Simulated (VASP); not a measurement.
A run of VASP 6.6.1 is set up as follows.

INCAR

```
SYSTEM = Co
PREC = Accurate ; ENCUT = 600
EDIFF = 1E-6 ; ISMEAR = -1
SIGMA = 0.1 ; LREAL = .False.
LASPH = .True. ; NELM = 60
ALGO = Normal ; ISIF = 3
LWAVE = .False. ; LCHARG = .False.
GGA = PE ; IBRION = 2
NSW = 80 ; EDIFFG = -0.01
```

The input KPOINTS:

```
regular mesh
0
Gamma
  14 14 8
  0 0 0
```

File POSCAR:

```
Co
1.0
    2.5070990085      0.0000000000      0.0000000000
   -1.2535495042      2.1712114311      0.0000000000
    0.0000000000      0.0000000000      4.0686000000
Co
2
Direct
    0.3333333333      0.6666666667      0.2500000000
    0.6666666667      0.3333333333      0.7500000000
```

Potentials or basis: VASP PAW PBE potentials, release 64 (Co).

Command:

```console
$ cat potpaw_PBE.64/Co/POTCAR > POTCAR
$ mpirun -np 1 vasp_std > vasp.out
```

Task: Predict the space group after relaxing (to 0.05 Å).

Result: P6_3/mmc (No. 194).

Task: Predict the band gap on the k mesh.

Result: Zero (band 9 reaches 11.30 eV, above the bottom of band 10 at 9.72 eV).

Task: What does it give for the relaxed volume?

Result: 10.32 Å³/atom.

Task: Estimate the relaxed cell.

Result: a = 2.455 Å, b = 2.455 Å, c = 3.955 Å, α = 90.00°, β = 90.00°, γ = 120.00°.

Stress tensor (GPa, compression positive):
```
0.11 0.00 0.00
0.00 0.11 0.00
0.00 0.00 0.02
```

Caveat: the run has no spin polarisation, though such a crystal can be magnetic. Spin polarisation is off, so any magnetic state and its effect on volume and gap are missing.
